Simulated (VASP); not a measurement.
**HfO2: single point with PBE**

The system is HfO2.

```
Hf O
1.0
     4.56145    0.00000    0.00000
     0.00000    4.56145    0.00000
     0.00000    0.00000    3.12685
Hf O
2 4
Direct
  0.00000 0.00000 0.00000
  0.50000 0.50000 0.50000
  0.19529 0.80471 0.50000
  0.30471 0.30471 0.00000
  0.69529 0.69529 0.00000
  0.80471 0.19529 0.50000
```

- Program: VASP 6.6.1
- Task: single point
- Functional: PBE
- Potentials or basis: VASP PAW PBE potentials, release 64 (Hf_pv, O)
- Cutoff: 520 eV
- k mesh: 6 × 6 × 8
- Occupations: gaussian, width 0.02 eV
- Spin: no spin polarisation
- Dipole correction: no
- Further INCAR settings: ALGO = Normal; EDIFF = 1e-07; NBANDS = 31

```json
{
  "Pressure": "46.5 GPa",
  "Largest force": "0.050 eV/Å",
  "Band gap on the k mesh": "4.50 eV"
}
```

Forces in eV/Å, atoms in the order of the input:
```
Hf   0.000  0.000  0.000
Hf   0.000  0.000  0.000
O   -0.035  0.035  0.000
O    0.035  0.035  0.000
O   -0.035 -0.035  0.000
O    0.035 -0.035  0.000
```

Stress tensor (GPa, compression positive):
```
46.75  0.00  0.00
 0.00 46.75  0.00
 0.00  0.00 45.90
```

Levels at points of the mesh, in eV from the valence-band top:
```tsv
k point	band 19	band 20	band 21	band 22	band 23	band 24	band 25	band 26
(0.00, 0.00, 0.00)	-0.72	-0.34	-0.34	0.00	4.50	4.51	5.91	6.22
(0.50, 0.00, 0.00)	-1.60	-1.60	-0.76	-0.76	5.28	5.28	7.10	7.10
(0.50, 0.50, 0.00)	-1.13	-1.13	-0.56	-0.56	4.79	4.79	6.32	6.32
(0.00, 0.00, 0.50)	-1.78	-1.78	-0.85	-0.85	6.48	6.48	6.56	6.56
(0.50, 0.00, 0.50)	-1.72	-1.72	-1.00	-1.00	4.64	4.64	6.97	6.97
(0.50, 0.50, 0.50)	-1.31	-1.31	-0.42	-0.42	5.76	5.76	6.79	6.79
```

It took 2.2 min on 1 thread of Intel Xeon 8259CL (shared host), peak memory 0.23 GiB.

Caveat: the cell stands under pressure; spin-orbit coupling is left out, which moves the levels of the heavy elements. A k mesh can miss the band edges.
